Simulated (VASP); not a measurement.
# NaH (Pm-3m) in VASP: relaxation of cell and atoms with PBE

Aim: the relaxation of cell and atoms of NaH with PBE.

Program: VASP 6.6.1. These are calculated values, not measurements. Logs are shortened: lines on timing, memory, paths and dates and some standing lists are left out, and cuts for length are marked.

### 1 The cell of the first run

Symmetry: Pm-3m, No. 221, cubic system. The conventional cell has a = 2.421 Å, b = 2.421 Å, c = 2.421 Å, α = 90.00°, β = 90.00°, γ = 90.00°. Within 2.8 Å of Na (site symmetry m-3m) lie 8 H at 2.10 Å and 6 Na at 2.42 Å. Within 2.8 Å of H (site symmetry m-3m) lie 8 Na at 2.10 Å and 6 H at 2.42 Å.

### 2 Relaxation of cell and atoms, PBE

Contents of INCAR:

```
SYSTEM = NaH
ALGO = Normal ; EDIFF = 1E-7
EDIFFG = -0.005 ; ENCUT = 1130
GGA = PE ; GGA_COMPAT = .False.
IBRION = 2 ; ISIF = 3
ISMEAR = -1 ; LASPH = .True.
LCHARG = .False. ; LREAL = .False.
LWAVE = .False. ; NELM = 120
NELMIN = 4 ; NSW = 80
PREC = Accurate ; SIGMA = 0.02
```

Contents of KPOINTS:

```
k-points
0
Gamma
  10 10 10
  0 0 0
```

Contents of POSCAR:

```
NaH
1.0
    2.4213389016      0.0000000000      0.0000000000
    0.0000000000      2.4213389016      0.0000000000
    0.0000000000      0.0000000000      2.4213389016
Na H
1 1
Direct
    0.0000000000      0.0000000000      0.0000000000
    0.5000000000      0.5000000000      0.5000000000
```

Potentials or basis: VASP PAW PBE potentials, release 64 (Na_sv, H).

The run is started by

```sh
> cat potpaw_PBE.64/Na_sv/POTCAR potpaw_PBE.64/H/POTCAR > POTCAR
> mpirun -np 1 vasp_std > vasp.out
```

OUTCAR:

```text
SYSTEM = NaH
   EDIFF = 1E-7
   EDIFFG = -0.005
   ENCUT = 1130
   GGA = PE
   IBRION = 2
   ISIF = 3
   ISMEAR = -1
   LASPH = .True.
   LREAL = .False.
   NELM = 120
   NELMIN = 4
   NSW = 80
   PREC = Accurate

 ion  position               nearest neighbor table
   1  0.000  0.000  0.000-
   2  0.500  0.500  0.500-

  LATTYP: Found a simple cubic cell.
 ALAT       =     2.4213389016

  Lattice vectors:

 A1 = (   2.4213389016,   0.0000000000,   0.0000000000)
 A2 = (   0.0000000000,   2.4213389016,   0.0000000000)
 A3 = (   0.0000000000,   0.0000000000,   2.4213389016)

Analysis of symmetry for initial positions (statically):
=====================================================================
 Subroutine PRICEL returns:
 Original cell was already a primitive cell.

 Routine SETGRP: Setting up the symmetry group for a
 simple cubic supercell.

 Subroutine GETGRP returns: Found 48 space group operations
 (whereof 48 operations were pure point group operations)
 out of a pool of 48 trial point group operations.

The static configuration has the point symmetry O_h .

Analysis of symmetry for dynamics (positions and initial velocities):
=====================================================================
 Subroutine PRICEL returns:
 Original cell was already a primitive cell.

 Routine SETGRP: Setting up the symmetry group for a
 simple cubic supercell.

 Subroutine GETGRP returns: Found 48 space group operations
 (whereof 48 operations were pure point group operations)
 out of a pool of 48 trial point group operations.

The dynamic configuration has the point symmetry O_h .

 Subroutine INISYM returns: Found 48 space group operations
 (whereof 48 operations are pure point group operations),
 and found     1 'primitive' translations

----------------------------------------------------------------------------------------

                                     Primitive cell

  volume of cell :      14.1960

  direct lattice vectors                    reciprocal lattice vectors
     2.421338902  0.000000000  0.000000000     0.412994645  0.000000000  0.000000000
     0.000000000  2.421338902  0.000000000     0.000000000  0.412994645  0.000000000
     0.000000000  0.000000000  2.421338902     0.000000000  0.000000000  0.412994645

  length of vectors
     2.421338902  2.421338902  2.421338902     0.412994645  0.412994645  0.412994645

  position of ions in fractional coordinates (direct lattice)
     0.000000000  0.000000000  0.000000000
     0.500000000  0.500000000  0.500000000

  ion indices of the primitive-cell ions
   primitive index   ion index
                 1           1
                 2           2

----------------------------------------------------------------------------------------

 KPOINTS: k-points

Automatic generation of k-mesh.
 Grid dimensions read from file:
 generate k-points for:   10   10   10

 Generating k-lattice:

  Cartesian coordinates                     Fractional coordinates (reciprocal lattice)
     0.041299464  0.000000000  0.000000000     0.100000000  0.000000000  0.000000000
     0.000000000  0.041299464  0.000000000     0.000000000  0.100000000  0.000000000
     0.000000000  0.000000000  0.041299464     0.000000000  0.000000000  0.100000000

  Length of vectors
     0.041299464  0.041299464  0.041299464

  Shift w.r.t. Gamma in fractional coordinates (k-lattice)
     0.000000000  0.000000000  0.000000000

 Subroutine IBZKPT returns following result:
 ===========================================

 Found     56 irreducible k-points:

 Following reciprocal coordinates:
            Coordinates               Weight
  0.000000  0.000000  0.000000      1.000000
  0.100000  0.000000  0.000000      6.000000
  0.200000  0.000000  0.000000      6.000000
  0.300000  0.000000  0.000000      6.000000
  0.400000  0.000000  0.000000      6.000000
  0.500000  0.000000  0.000000      3.000000
[... 16 lines left out ...]
  0.200000  0.100000  0.100000     24.000000
  0.300000  0.100000  0.100000     24.000000
 [... further k-points ...]
   k-points           NKPTS =     56   k-points in BZ     NKDIM =     56   number of bands    NBANDS=      9
   number of dos      NEDOS =    301   number of ions     NIONS =      2
   total plane-waves  NPLWV =  21952
   dimension x,y,z NGX =    28 NGY =   28 NGZ =   28
   dimension x,y,z NGXF=    56 NGYF=   56 NGZF=   56
   ions per type =               1   1
   NGX,Y,Z   is equivalent  to a cutoff of  19.22, 19.22, 19.22 a.u.
   NGXF,Y,Z  is equivalent  to a cutoff of  38.45, 38.45, 38.45 a.u.
 SYSTEM =  NaH
   PREC   = accura    normal or accurate (medium, high low for compatibility)
   ISTART =      0    job   : 0-new  1-cont  2-samecut
   ICHARG =      2    charge: 1-file 2-atom 10-const
   ISPIN  =      1    spin polarized calculation?
   LNONCOLLINEAR =      F non collinear calculations
   LSORBIT =      F    spin-orbit coupling
   LASPH  =      T    aspherical Exc in radial PAW
   ENCUT  = 1130.0 eV  83.05 Ry    9.11 a.u.   6.64  6.64  6.64*2*pi/ulx,y,z
   NELM   =    120;   NELMIN=  4; NELMDL= -5     # of ELM steps
   EDIFF  = 0.1E-06   stopping-criterion for ELM
   LREAL  =      F    real-space projection
   EDIFFG = -.5E-02   stopping-criterion for IOM
   NSW    =     80    number of steps for IOM
   IBRION =      2    ionic relax: 0-MD 1-quasi-New 2-CG
   NFREE  =      1    steps in history (QN), initial steepest desc. (CG)
   ISIF   =      3    stress and relaxation
   ISYM   =      2    0-nonsym 1-usesym 2-fastsym
   POTIM  = 0.5000    time-step for ionic-motion
   TEBEG  =    0.0;   TEEND  =   0.0 temperature during run
   PSTRESS=    0.0 pullay stress
   NELECT =      10.0000    total number of electrons
   NUPDOWN=      -1.0000    fix difference up-down
   EMIN   =  10.00;   EMAX   =-10.00  energy-range for DOS
   EFERMI =   0.00;   METHOD = LEGACY
   ISMEAR =    -1;   SIGMA  =   0.02  broadening in eV -4-tet -1-fermi 0-gaus
   EFERMI_NEDOS =   21; number of points for ismear=-14 and -15
   IALGO  =     38    algorithm
   IMIX   =      4    mixing-type and parameters
     AMIX     =   0.40;   BMIX     =  1.00
     AMIX_MAG =   1.60;   BMIX_MAG =  1.00
  volume/ion in A,a.u.               =       7.10        47.90
  Fermi-wavevector in a.u.,A,eV,Ry     =   1.456641  2.752653 28.868890  2.121804
  Thomas-Fermi vector in A             =   2.573536
   LORBIT       =      0    0 simple, 1 ext, 2 COOP (PROOUT), +10 PAW based schemes
   GGA     = PE    functional components
   LHFCALC =     F    Hartree Fock is set to
   AEXX    =    0.0000 exact exchange contribution
   IVDW    =     0    specifies the selected vdW correction
   LEPSILON=     F    determine dielectric tensor
   LRPA    =     F    only Hartree local field effects (RPA)
 conjugate gradient relaxation of ions
 non-spin polarized calculation
  energy-cutoff  :     1130.00
  volume of cell :       14.20
 maximum number of plane-waves:      1246
 NGX is ok and might be reduce to    28
   NGX = 13   NGY = 13   NGZ = 13

--------------------------------------- Ionic step        1  -------------------------------------------

 number of electron      10.0000000 magnetization

 number of electron       9.9999998 magnetization

 Free energy of the ion-electron system (eV)
  ---------------------------------------------------
  ext. energy  EPLUGINS =         0.00000000
  ---------------------------------------------------
  free energy    TOTEN  =        -3.74386528 eV

  energy without entropy =       -3.74386528  energy(sigma->0) =       -3.74386528

 E-fermi :   6.7911     XC(G=0): -10.4370

 val. band max:        6.2158053030   @ k =   0.5000   0.5000   0.5000
 cond. band min:       7.4154390017   @ k =   0.5000   0.0000   0.0000
 fundamental gap:      1.1996336986
 Fermi energy:         6.7911256291

 k-point     1 :       0.0000    0.0000    0.0000
  band No.  band energies     occupation
      1     -47.6637      2.00000
      2     -19.1232      2.00000
      3     -19.1232      2.00000
      4     -19.1232      2.00000
      5      -2.9745      2.00000
      6      19.7950      0.00000
      7      19.7950      0.00000
      8      21.4199      0.00000
      9      23.8162      0.00000
[... 739 lines left out ...]
 POSITION                                       TOTAL-FORCE (eV/Angst)
 -----------------------------------------------------------------------------------
      0.00000      0.00000      0.00000        -0.000000     -0.000000      0.000000
      1.47091      1.47091      1.47091         0.000000      0.000000      0.000000
 -----------------------------------------------------------------------------------
    total drift:                               -0.000000     -0.000000     -0.000000

  FREE ENERGIE OF THE ION-ELECTRON SYSTEM (eV)
  ---------------------------------------------------
  free  energy   TOTEN  =        -4.7278204281 eV

  energy  without entropy=       -4.7278204281  energy(sigma->0) =       -4.72782043

--------------------------------------- Ionic step        6  -------------------------------------------

 number of electron       9.9999986 magnetization

 Free energy of the ion-electron system (eV)
  ---------------------------------------------------
  ext. energy  EPLUGINS =         0.00000000
  ---------------------------------------------------
  free energy    TOTEN  =        -4.72864220 eV

  energy without entropy =       -4.72864220  energy(sigma->0) =       -4.72864220

 E-fermi :   2.0875     XC(G=0):  -8.0765

 val. band max:        1.6560496785   @ k =   0.5000   0.5000   0.5000
 cond. band min:       2.6962821740   @ k =   0.5000   0.0000   0.0000
 fundamental gap:      1.0402324955
 Fermi energy:         2.0875072996

 k-point     1 :       0.0000    0.0000    0.0000
  band No.  band energies     occupation
      1     -51.0662      2.00000
      2     -22.9049      2.00000
      3     -22.9049      2.00000
      4     -22.9049      2.00000
      5      -4.2323      2.00000
      6      10.2854      0.00000
      7      12.6663      0.00000
      8      12.6663      0.00000
      9      14.1299      0.00000
[... 298 lines left out ...]
 POSITION                                       TOTAL-FORCE (eV/Angst)
 -----------------------------------------------------------------------------------
      0.00000      0.00000      0.00000        -0.000000     -0.000000      0.000000
      1.47976      1.47976      1.47976         0.000000      0.000000      0.000000
 -----------------------------------------------------------------------------------
    total drift:                               -0.000000     -0.000000     -0.000000

  FREE ENERGIE OF THE ION-ELECTRON SYSTEM (eV)
  ---------------------------------------------------
  free  energy   TOTEN  =        -4.7286421984 eV

  energy  without entropy=       -4.7286421984  energy(sigma->0) =       -4.72864220

 reached required accuracy - stopping structural energy minimisation
```

Wall time 43 s (1 thread of Intel Xeon Platinum 8488C (Sapphire Rapids), shared host); peak memory 0.16 GiB.

Results:

| Quantity | Value |
| --- | --- |
| Free energy | -4.7286 eV |
| Relaxed volume | 12.96 Å³/atom |
| Relaxed cell | a = 2.960 Å, b = 2.960 Å, c = 2.960 Å, α = 90.00°, β = 90.00°, γ = 90.00° |
| Space group after relaxing (to 0.1 Å) | Pm-3m (No. 221) |
| Energy gained by relaxing | 492.4 meV/atom |
| Ionic steps | 6 |
| Pressure after relaxing | 0.0 GPa |
| Band gap on the k mesh | 1.04 eV (least direct gap 4.43 eV) |

The path:
| step | energy change (eV) | largest force (eV/Å) | pressure (GPa) | volume (Å³) |
| --- | --- | --- | --- | --- |
| 1 | 0.0000 | 0.0000 | 44.36 | 14.20 |
| 2 | -0.7328 | 0.0000 | 14.10 | 18.63 |
| 3 | -0.9350 | 0.0000 | 4.71 | 22.31 |
| 4 | -0.9000 | 0.0000 | -5.39 | 31.07 |
| 5 | -0.9840 | 0.0000 | 0.54 | 25.46 |
| 6 | -0.9848 | 0.0000 | 0.03 | 25.92 |

Final structure:
```
CELL_PARAMETERS angstrom
2.95952 0.00000 0.00000
0.00000 2.95952 0.00000
0.00000 0.00000 2.95952
ATOMIC_POSITIONS crystal
Na 0.00000 0.00000 0.00000
H 0.50000 0.50000 0.50000
```

Caveat: the volume moved by over 15 % at a fixed basis, so the end points are rough; the structure was generated, so it needn't be the stable form of NaH.
